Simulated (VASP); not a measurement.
A run of VASP 6.6.1 is set up as follows.

Contents of INCAR:

```
PREC = Accurate
ENCUT = 700
EDIFF = 1E-6
ISMEAR = 0
SIGMA = 0.01
LREAL = False
LASPH = True
NELM = 120
ALGO = Normal
ISIF = 2
LWAVE = False
LCHARG = False
GGA = PS
NBANDS = 24
GGA_COMPAT = False
```

The input KPOINTS:

```
regular mesh
0
Gamma
  6 6 6
```

File POSCAR:

```
CdF2
1.0
    0.0000000000      2.6761624793      2.6761624793
    2.6761624793      0.0000000000      2.6761624793
    2.6761624793      2.6761624793      0.0000000000
Cd F
1 2
Direct
    0.0000000000      0.0000000000      0.0000000000
    0.2500000000      0.2500000000      0.2500000000
    0.7500000000      0.7500000000      0.7500000000
```

Potentials or basis: VASP PAW PBE potentials, release 64 (Cd_sv_GW, F).

Launch:

```sh
$ cat potpaw_PBE.64/Cd_sv_GW/POTCAR potpaw_PBE.64/F/POTCAR > POTCAR
$ mpirun -np 1 vasp_std > vasp.out
```

(1) Predict the pressure.

(2) Estimate the band gap on the k mesh.

## Answers

(1) 1.6 GPa.

(2) 3.01 eV (least direct gap 3.46 eV).

Caveat: the PAW data sets were made with another functional, which shifts forces and pressure a little.
